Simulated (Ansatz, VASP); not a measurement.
**Si: VASP beside Ansatz**

File INCAR:

```
PREC = Accurate
ENCUT = 520
EDIFF = 1E-6
ISMEAR = 0
SIGMA = 0.05
LREAL = False
LASPH = True
NELM = 150
ALGO = Normal
ISIF = 2
LWAVE = False
LCHARG = False
ISPIN = 2
MAGMOM = 0 0 0 0 2
LORBIT = 11
LDIPOL = True
IDIPOL = 3
DIPOL = 0.5 0.5 0.344
NBANDS = 22
```

File KPOINTS:

```
Automatic mesh
0
Gamma
  7 7 1
```

The input POSCAR:

```
Si
1.0
    3.8195065206      0.0000000000      0.0000000000
    0.0000000000      3.8195065206      0.0000000000
    0.0000000000      0.0000000000     21.0645252450
Si
5
Direct
    0.0000000000      0.5000000000      0.1898927203
    0.0000000000      0.0000000000      0.2540004780
    0.5000000000      0.0000000000      0.3202822601
    0.5000000000      0.5000000000      0.3828486591
    0.6250000000      0.6250000000      0.5713171840
```

Input for Ansatz:

```yaml
crystal:
  lattice:
    - [3.8195065206, 0.0, 0.0]
    - [0.0, 3.8195065206, 0.0]
    - [0.0, 0.0, 21.064525245]
  atoms:
    - { symbol: Si, position: [0.0, 0.5, 0.1898927203] }
    - { symbol: Si, position: [0.0, 0.0, 0.254000478] }
    - { symbol: Si, position: [0.5, 0.0, 0.3202822601] }
    - { symbol: Si, position: [0.5, 0.5, 0.3828486591] }
    - { symbol: Si, position: [0.625, 0.625, 0.571317184], spin: 2.0 }
basis:
  ecutwfc: 420
kpoints:
  mp_grid: { grid: [7, 7, 1] }
hamiltonian:
  xc: lda
  pseudopotentials: { kind: paw, azcp: { folder: soft_1 } }
scf:
  occupations: { method: gaussian, width: 0.05 }
output:
  forces: true
  eigenvalues: true
  populations: true
magnetization:
  spin_polarized: true
efield:
  axis: 3
  dipole_correction: true
  ramp_width: 0.04
```

Alike in both runs: task single point; functional LDA; k mesh 7 × 7 × 1; occupations gaussian, width 0.05 eV; collinear spin.

|  | VASP | Ansatz |
| --- | --- | --- |
| version | VASP 6.6.1 | Ansatz 0.2.0 |
| potentials or method | VASP PAW LDA potentials, release 64 (Si), cutoff 520 eV | scalar-relativistic, plane waves, PAW |
| valence electrons in the cell | 20 | 20 |

Ansatz gave:

* gap on the k mesh at the Fermi level (eV): none
* rms of the force components (eV/Å): 0.211
* net moment per atom (μB): 0.02
* size of the moment on the site where the two differ most (μB): 0.09

Question: Which values does VASP return?

Answer: gap on the k mesh at the Fermi level (eV): none; rms of the force components (eV/Å): 0.212; net moment per atom (μB): 0.02; size of the moment on the site where the two differ most (μB): 0.03.

Ansatz warns that its potentials were made for another functional, while VASP's fit it. LDA's correlation is that of Perdew and Zunger in VASP and of Perdew and Wang (1992) in Ansatz. Site moments also hang on the region over which each program counts them. Atom by atom the forces differ by 0.001 eV/Å (rms over components). A gap of «none» marks a metal or a gap that the smearing closes. Ansatz's warnings: seeded moment not kept.
